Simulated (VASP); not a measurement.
Runs of VASP 6.6.1 on In. The structure is that of space group P6_3/mmc (No. 194), or close to it. The cells are those of the table. 

```csv
task,cell,k mesh,cutoff (eV),gap on the mesh (eV),pressure (GPa)
single point,"a = 3.298, b = 3.298, c = 5.632 Å, angles 90.0, 90.0, 120.0°, 2 atoms",15 × 15 × 8,520,none,(a)
single point,"a = 3.335, b = 3.335, c = 5.509 Å, angles 90.0, 90.0, 120.0°, 2 atoms",6 × 6 × 4,520,none,-0.9
single point,"a = 3.329, b = 3.329, c = 5.468 Å, angles 90.0, 90.0, 120.0°, 2 atoms",15 × 15 × 8,520,none,0.0
relaxation of cell and atoms,"relaxed from a = 3.335, b = 3.335, c = 5.509 Å, angles 90.0, 90.0, 120.0°, 2 atoms",15 × 15 × 8,600,none,0.0
single point,"a = 3.371, b = 3.371, c = 5.304 Å, angles 90.0, 90.0, 120.0°, 2 atoms",15 × 15 × 8,520,none,0.3
```

Alike in all rows: level PBE+D3(BJ); potentials or basis VASP PAW PBE potentials, release 64 (In_d); no spin polarisation; smearing gaussian 0.1 eV.

**Question.** Estimate the missing entries.

**Answer.** (a) -0.4.

Caveats: some runs use coarse meshes; spin-orbit coupling is left out, which moves the levels of the heavy elements; pairwise dispersion overbinds metals, which lowers pressure and volume.

A k mesh can miss the band edges, and the runs leave out spin-orbit coupling on In.

A gap of «none» marks levels without a gap at the run's occupations.
